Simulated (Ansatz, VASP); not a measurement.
## RbAg3: VASP beside Ansatz

```
Rb Ag
1.0
     4.67840    0.00000    0.00000
     0.00000    4.67840    0.00000
     0.00000    0.00000    4.67840
Rb Ag
1 3
Direct
  0.00000 0.00000 0.00000
  0.00000 0.50000 0.50000
  0.50000 0.00000 0.50000
  0.50000 0.50000 0.00000
```

Alike in both runs: functional PBE; k mesh 10 × 10 × 10; occupations gaussian, width 0.1 eV; no spin polarisation.

Ansatz relaxed the structure, and its values are those at the end. VASP's run is a single point on that final structure, the one shown.

|  | VASP | Ansatz |
| --- | --- | --- |
| version | VASP 6.6.1 | Ansatz 0.2.0 |
| potentials or method | VASP PAW PBE potentials, release 64 (Rb_sv, Ag), cutoff 520 eV | scalar-relativistic, plane waves, PAW |
| valence electrons in the cell | 42 | 66 |

Ansatz gave:

* gap on the k mesh at the Fermi level (eV): none
* pressure (GPa): 0.0

Estimate VASP's values.

gap on the k mesh at the Fermi level (eV): none; pressure (GPa): 0.1.

A gap of «none» marks a metal or a gap that the smearing closes. With one functional, cell and mesh, what is left measures potentials, basis and numerics. VASP's potentials hold 42 valence electrons a cell and Ansatz's 66, so a difference there can come from the potentials and not from the codes.
